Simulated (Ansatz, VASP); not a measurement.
## One calculation of IrO2, two programs

The input INCAR:

```
SYSTEM = IrO2
ALGO     = Normal         ! electronic algorithm
EDIFF    = 1E-7           ! SCF threshold, eV
EDIFFG   = -0.002         ! ionic threshold
ENCUT    = 600            ! plane-wave cutoff, eV
GGA      = PE             ! functional
GGA_COMPAT= .FALSE.      
IBRION   = 2              ! ionic algorithm
ISIF     = 3              ! what is computed and relaxed
ISMEAR   = 0              ! smearing method
IVDW     = 12             ! dispersion correction
LASPH    = .TRUE.         ! aspherical terms in the spheres
LCHARG   = .FALSE.        ! write CHGCAR
LREAL    = .FALSE.        ! projectors in reciprocal space
LWAVE    = .FALSE.        ! write WAVECAR
NELM     = 120            ! most SCF steps
NELMIN   = 4            
NSW      = 100            ! ionic steps
PREC     = Accurate       ! precision mode
SIGMA    = 0.1            ! smearing width, eV
```

KPOINTS

```
k-points
0
G
  8 8 12
  0 0 0
```

POSCAR

```
IrO2
1.0
    4.5051000000      0.0000000000      0.0000000000
    0.0000000000      4.5051000000      0.0000000000
    0.0000000000      0.0000000000      3.1586000000
Ir O
2 4
Direct
    0.0000000000      0.0000000000      0.0000000000
    0.5000000000      0.5000000000      0.5000000000
    0.3077000000      0.3077000000      0.0000000000
    0.1923000000      0.8077000000      0.5000000000
    0.6923000000      0.6923000000      0.0000000000
    0.8077000000      0.1923000000      0.5000000000
```

Input for Ansatz:

```yaml
crystal:
  lattice:
    - [4.5051, 0.0, 0.0]
    - [0.0, 4.5051, 0.0]
    - [0.0, 0.0, 3.1586]
  atoms:
    - { symbol: Ir, position: [0.0, 0.0, 0.0] }
    - { symbol: Ir, position: [0.5, 0.5, 0.5] }
    - { symbol: O, position: [0.3077, 0.3077, 0.0] }
    - { symbol: O, position: [0.1923, 0.8077, 0.5] }
    - { symbol: O, position: [0.6923, 0.6923, 0.0] }
    - { symbol: O, position: [0.8077, 0.1923, 0.5] }
basis:
  ecutwfc: 420
kpoints:
  mp_grid: { grid: [8, 8, 12] }
hamiltonian:
  xc: pbe
  dispersion: d3bj
  pseudopotentials: { kind: paw, azcp: { folder: soft_1 } }
scf:
  occupations: { method: gaussian, width: 0.1 }
output:
  forces: true
  stress: true
  eigenvalues: true
  write_density: true
  write_potential: true
  elf: true
  volumetric_format: npy
relax:
  adjacent_minimum: "off"
  f_tol: 0.002
  max_steps: 80
  cell: { stress_tol: 0.02 }
```

Alike in both runs: task relaxation of cell and atoms; functional PBE; dispersion D3(BJ); k mesh 8 × 8 × 12; occupations gaussian, width 0.1 eV; no spin polarisation.

|  | VASP | Ansatz |
| --- | --- | --- |
| version | VASP 6.6.1 | Ansatz 0.2.0 |
| potentials or method | VASP PAW PBE potentials, release 64 (Ir, O), cutoff 600 eV | scalar-relativistic, plane waves, PAW |
| valence electrons in the cell | 42 | 58 |

|  | VASP | Ansatz | Ansatz less VASP |
| --- | --- | --- | --- |
| gap on the k mesh at the Fermi level, each at its own relaxed structure (eV) | none | none | - |
| relaxed volume (Å³/atom) | 10.80 | 10.72 | -0.082 |
| relaxed cell length with the largest relative difference (Å) | 3.181 | 3.172 | -0.0092 |

A gap of «none» marks a metal or a gap that the smearing closes. VASP's potentials hold 42 valence electrons a cell and Ansatz's 58, so a difference there can come from the potentials and not from the codes.

Spin-orbit coupling is off throughout.
